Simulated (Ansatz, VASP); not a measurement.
Given: the input of a run of Ansatz 0.2.0 on TiSi2.

input.yaml

```yaml
crystal:
  lattice:
    - [4.37464, 0.0, 0.0]
    - [-2.18732, 3.78855, 0.0]
    - [0.0, 0.0, 2.56101]
  atoms:
    - { symbol: Ti, position: [0.0, 0.0, 0.0] }
    - { symbol: Si, position: [0.33333, 0.66667, 0.5] }
    - { symbol: Si, position: [0.66667, 0.33333, 0.5] }
hamiltonian:
  xc: pbe
  pseudopotentials: { kind: paw, source: jth }
kpoints:
  mp_grid: { grid: [7, 7, 10] }
scf:
  occupations: { method: fermi_dirac, width: 0.05 }
output:
  forces: true
  stress: true
  eigenvalues: true
relax:
  f_tol: 0.01
  max_steps: 40
  cell: { stress_tol: 0.05 }
```

Potentials or basis: JTH PAW.

Launch:

```bash
$ ansatz run input.yaml --threads 2 --pin off --max-ram 5632MiB --backend cpu --events-out ev --progress --plain --runs-dir out
```

Problem. Set up the same calculation for VASP 6.6.1. Potentials there: VASP PAW PBE potentials, release 64 (Ti_sv, Si).

Solution. As run (the cutoff follows the program's own potentials):

The input INCAR:

```
ALGO     = Normal         # electronic algorithm
EDIFF    = 1E-7           # SCF threshold, eV
EDIFFG   = -0.01          # ionic threshold
ENCUT    = 600            # plane-wave cutoff, eV
GGA      = PE             # functional
IBRION   = 2              # ionic algorithm
ISIF     = 3              # what is computed and relaxed
ISMEAR   = -1             # smearing method
LASPH    = T              # aspherical terms in the spheres
LCHARG   = F              # write CHGCAR
LREAL    = F              # projectors in reciprocal space
LWAVE    = F              # write WAVECAR
NELM     = 80             # most SCF steps
NSW      = 60             # ionic steps
PREC     = Accurate       # precision mode
SIGMA    = 0.05           # smearing width, eV
```

File KPOINTS:

```
k-points
0
Gamma
  7 7 10
```

File POSCAR:

```
TiSi2
1.0
    4.3746400000      0.0000000000      0.0000000000
   -2.1873200000      3.7885500000      0.0000000000
    0.0000000000      0.0000000000      2.5610100000
Ti Si
1 2
Direct
    0.0000000000      0.0000000000      0.0000000000
    0.3333300000      0.6666700000      0.5000000000
    0.6666700000      0.3333300000      0.5000000000
```

Potentials or basis: VASP PAW PBE potentials, release 64 (Ti_sv, Si).

The run is started by

```bash
$ cat potpaw_PBE.64/Ti_sv/POTCAR potpaw_PBE.64/Si/POTCAR > POTCAR
$ mpirun -np 1 vasp_std > vasp.out
```

Both were run:

|  | VASP | Ansatz | Ansatz less VASP |
| --- | --- | --- | --- |
| gap on the k mesh at the Fermi level, each at its own relaxed structure (eV) | none | none | - |
| relaxed volume (Å³/atom) | 14.13 | 14.16 | +0.024 |
| relaxed cell length with the largest relative difference (Å) | 4.382 | 4.386 | +0.0043 |

A gap of «none» marks a metal or a gap that the smearing closes.

Noted on Ansatz's run: the plane-wave basis is chosen anew once the cell has moved, so the energies of steps on either side of that aren't comparable.
